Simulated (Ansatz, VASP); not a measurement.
# One calculation of Mo3As, two programs

File INCAR:

```
SYSTEM = Mo3As
PREC     = Accurate       ! precision mode
ENCUT    = 520            ! plane-wave cutoff, eV
EDIFF    = 1E-7           ! SCF threshold, eV
ISMEAR   = 0              ! smearing method
SIGMA    = 0.1            ! smearing width, eV
LREAL    = .False.        ! projectors in reciprocal space
LASPH    = .True.         ! aspherical terms in the spheres
NELM     = 150            ! most SCF steps
ALGO     = Normal         ! electronic algorithm
ISIF     = 2              ! what is computed and relaxed
LWAVE    = .False.        ! write WAVECAR
LCHARG   = .False.        ! write CHGCAR
ISPIN    = 2              ! spin polarisation
MAGMOM   = 1 1 1 0        ! initial moments
LORBIT   = 11             ! projections on sites
LMAXMIX  = 4              ! l up to which the mixer works
GGA      = PE             ! functional
NBANDS   = 36             ! bands
```

The input KPOINTS:

```
regular mesh
0
Gamma
  6 6 2
  0 0 0
```

Contents of POSCAR:

```
Mo3As
1.0
    3.0425117214      0.0000000000      0.0000000000
   -1.5212558607      2.6348924421      0.0000000000
    0.0000000000      0.0000000000      8.8209791501
Mo As
3 1
Direct
    0.6666666667      0.3333333333      0.7764148264
    0.6666666667      0.3333333333      0.2235851736
    0.3333333333      0.6666666667      0.0000000000
    0.6666666667      0.3333333333      0.5000000000
```

Input for Ansatz:

```yaml
crystal:
  lattice:
    - [3.0425117214, 0.0, 0.0]
    - [-1.5212558607, 2.6348924421, 0.0]
    - [0.0, 0.0, 8.8209791501]
  atoms:
    - { symbol: Mo, position: [0.6666666667, 0.3333333333, 0.7764148264], spin: 1.0 }
    - { symbol: Mo, position: [0.6666666667, 0.3333333333, 0.2235851736], spin: 1.0 }
    - { symbol: Mo, position: [0.3333333333, 0.6666666667, 0.0], spin: 1.0 }
    - { symbol: As, position: [0.6666666667, 0.3333333333, 0.5] }
basis:
  ecutwfc: 420
kpoints:
  mp_grid: { grid: [6, 6, 2] }
hamiltonian:
  xc: pbe
scf:
  occupations: { method: gaussian, width: 0.1 }
  lower_state_search: "off"
output:
  forces: true
  stress: true
  eigenvalues: true
  populations: true
magnetization:
  spin_polarized: true
```

Alike in both runs: task single point; functional PBE; k mesh 6 × 6 × 2; occupations gaussian, width 0.1 eV; collinear spin.

```csv
,VASP,Ansatz
version,VASP 6.6.1,Ansatz 0.2.0
potentials or method,"VASP PAW PBE potentials, release 64 (Mo_sv, As), cutoff 520 eV","scalar-relativistic, plane waves, PAW"
valence electrons in the cell,47,57
```

Ansatz gave:

- gap on the k mesh at the Fermi level (eV): none
- pressure (GPa): -0.3
- traceless stress, the component that is largest in VASP (GPa): 0.95
- rms of the force components (eV/Å): 0.021
- net moment per atom (μB): 0.00

Task: Estimate VASP's values.

Result: gap on the k mesh at the Fermi level (eV): none; pressure (GPa): 0.1; traceless stress, the component that is largest in VASP (GPa): 1.12; rms of the force components (eV/Å): 0.027; net moment per atom (μB): 0.00.

Atom by atom the forces differ by 0.006 eV/Å (rms over components). A gap of «none» marks a metal or a gap that the smearing closes. VASP's potentials hold 47 valence electrons a cell and Ansatz's 57, so a difference there can come from the potentials and not from the codes. Ansatz's warnings: seeded moment not kept.

The k mesh is coarse, so the values compare programs but aren't converged.
